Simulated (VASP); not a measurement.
**TaN: single point with PBE+D3(BJ)**

Crystal: TaN.

```
CELL_PARAMETERS angstrom
5.19600 0.00000 0.00000
-2.59800 4.49987 0.00000
0.00000 0.00000 2.91100
ATOMIC_POSITIONS crystal
Ta 0.00000 0.00000 0.00000
Ta 0.66667 0.33333 0.50000
Ta 0.33333 0.66667 0.50000
N 0.00000 0.39285 0.00000
N 0.60715 0.60715 0.00000
N 0.39285 0.00000 0.00000
```

| Quantity | Value |
| --- | --- |
| Program | VASP 6.6.1 |
| Task | single point |
| Functional | PBE |
| Dispersion | D3(BJ) |
| Potentials or basis | VASP PAW PBE potentials, release 64 (Ta_pv, N) |
| Cutoff | 520 eV |
| k mesh | 6 × 6 × 9 |
| Occupations | fermi-dirac, width 0.05 eV |
| Spin | no spin polarisation |
| Dipole correction | no |
| Further INCAR settings | ALGO = Normal; EDIFF = 1e-06; NBANDS = 33 |

```
Pressure                   : -0.8 GPa
Largest force              : 0.047 eV/Å
Band gap on the k mesh     : zero (band 24 reaches 10.07 eV, above the bottom of band 25 at 7.01 eV)
Dispersion energy per atom : -0.442 eV
```

Forces in eV/Å, atoms in the order of the input:
```
Ta   0.000  0.000  0.000
Ta   0.000  0.000  0.000
Ta   0.000  0.000  0.000
N   -0.023  0.040  0.000
N   -0.023 -0.040  0.000
N    0.047  0.000  0.000
```

Stress tensor (GPa, compression positive):
```
-0.52  0.00  0.00
 0.00 -0.52  0.00
 0.00  0.00 -1.46
```

Levels at points of the mesh, in eV from the Fermi level:
```tsv
k point	band 22	band 23	band 24	band 25	band 26	band 27
(0.00, 0.00, 0.00)	-3.31	-1.88	-0.89	-0.89	0.62	0.62
(0.50, 0.00, 0.00)	-3.85	-2.81	-2.60	1.23	1.84	1.95
```

Wall time 88 s on 1 thread of Intel Xeon 6975P-C (shared host), peak memory 0.23 GiB.

Caveat: three body term missing; spin-orbit coupling is left out, which moves the levels of the heavy elements; pairwise dispersion overbinds metals, which lowers pressure and volume.
